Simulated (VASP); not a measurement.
The system is Os.

```
CELL_PARAMETERS angstrom
2.69715 0.00000 0.00000
-1.34857 2.33580 0.00000
0.00000 0.00000 4.26132
ATOMIC_POSITIONS crystal
Os 0.66667 0.33333 0.75000
Os 0.33333 0.66667 0.25000
```

Base run:

| Property | Result |
| --- | --- |
| Program | VASP 6.6.1 |
| Functional | SVWN5 |
| Potentials or basis | VASP PAW PBE potentials, release 64 (Os_sv_GW) |
| Cutoff | 560 eV |
| k mesh | 11 × 11 × 6 |
| Occupations | fermi-dirac, width 0.05 eV |
| Spin | no spin polarisation |

Its results: band gap on the k mesh zero (bands 16 and 17 overlap by 4.16 eV); pressure 7.8 GPa.

Problem. The run is repeated on the same cell with these changes: functional from SVWN5 to BLYP; dispersion from none to D4. What comes out?

Solution. Band gap on the k mesh zero (bands 16 and 17 overlap by 4.15 eV); pressure 31.1 GPa.

Several settings changed at once.

Caveats: the cell stands under pressure; the PAW data sets were made with another functional, which shifts forces and pressure a little; spin-orbit coupling is left out, which moves the levels of the heavy elements; the dispersion term is far too large for a dense solid, which distorts pressure and volume (at least some runs).
